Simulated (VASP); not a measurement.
Here is a VASP 6.6.1 calculation.

File INCAR:

```
  PREC = Accurate
  ENCUT = 520
  EDIFF = 1E-6
  ISMEAR = 0
  SIGMA = 0.1
  LREAL = F
  LASPH = T
  NELM = 80
  ALGO = Normal
  ISIF = 2
  LWAVE = F
  LCHARG = F
  GGA = PE
  NBANDS = 30
```

The input KPOINTS:

```
regular mesh
0
Gamma
  4 4 4
```

Contents of POSCAR:

```
ZnGa2F
1.0
    4.1809131440      0.0000000000      0.0000000000
    0.0000000000      4.1809131440      0.0000000000
    0.0000000000      0.0000000000      3.8297434536
Zn Ga F
1 2 1
Direct
    0.5000000000      0.5000000000      0.0000000000
    0.5000000000      0.0000000000      0.5000000000
    0.0000000000      0.5000000000      0.5000000000
    0.0000000000      0.0000000000      0.0000000000
```

Potentials or basis: VASP PAW PBE potentials, release 64 (Zn, Ga_d, F).

Launch:

```console
$ cat potpaw_PBE.64/Zn/POTCAR potpaw_PBE.64/Ga_d/POTCAR potpaw_PBE.64/F/POTCAR > POTCAR
$ mpirun -np 1 vasp_std > vasp.out
```

**Question.** What does it give for the pressure?

**Answer.** 0.2 GPa.

Stress tensor (GPa, compression positive):
```
0.29 0.00 0.00
0.00 0.29 0.00
0.00 0.00 0.03
```

Caveat: the k points lie up to 0.41 Å⁻¹ apart; an odd number of electrons without spin polarisation forces a metal; a magnetic or distorted state may lie lower.
